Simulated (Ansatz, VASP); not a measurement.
HfO2: VASP beside Ansatz

```xyz
6
Lattice="3.3025 0.0000 0.0000 0.0000 3.3025 0.0000 0.0000 0.0000 6.2701" Properties=species:S:1:pos:R:3 pbc="T T T"
Hf    1.6512    1.6512    3.1351
Hf    0.0000    0.0000    0.0000
O     0.0000    1.6512    4.3468
O     1.6512    0.0000    5.0584
O     1.6512    0.0000    1.9233
O     0.0000    1.6512    1.2117
```

Alike in both runs: task single point; functional PBE; k mesh 8 × 8 × 6; occupations gaussian, width 0.05 eV; no spin polarisation.

```csv
,VASP,Ansatz
version,VASP 6.6.1,Ansatz 0.2.0
potentials or method,"VASP PAW PBE potentials, release 64 (Hf_pv, O), cutoff 520 eV","scalar-relativistic, plane waves, PAW"
valence electrons in the cell,44,76
```

|  | VASP | Ansatz | Ansatz less VASP |
| --- | --- | --- | --- |
| gap on the k mesh at the Fermi level (eV) | 2.78 | 2.83 | +0.056 |
| least direct gap on the mesh (eV) | 2.78 | 2.83 | +0.056 |
| pressure (GPa) | 3.7 | 6.3 | +2.59 |
| traceless stress, the component that is largest in VASP (GPa) | -46.75 | -45.96 | +0.785 |
| rms of the force components (eV/Å) | 1.038 | 1.002 | -0.0364 |

Atom by atom the forces differ by 0.036 eV/Å (rms over components). VASP's potentials hold 44 valence electrons a cell and Ansatz's 76, so a difference there can come from the potentials and not from the codes.

Neither program's run includes spin-orbit coupling.
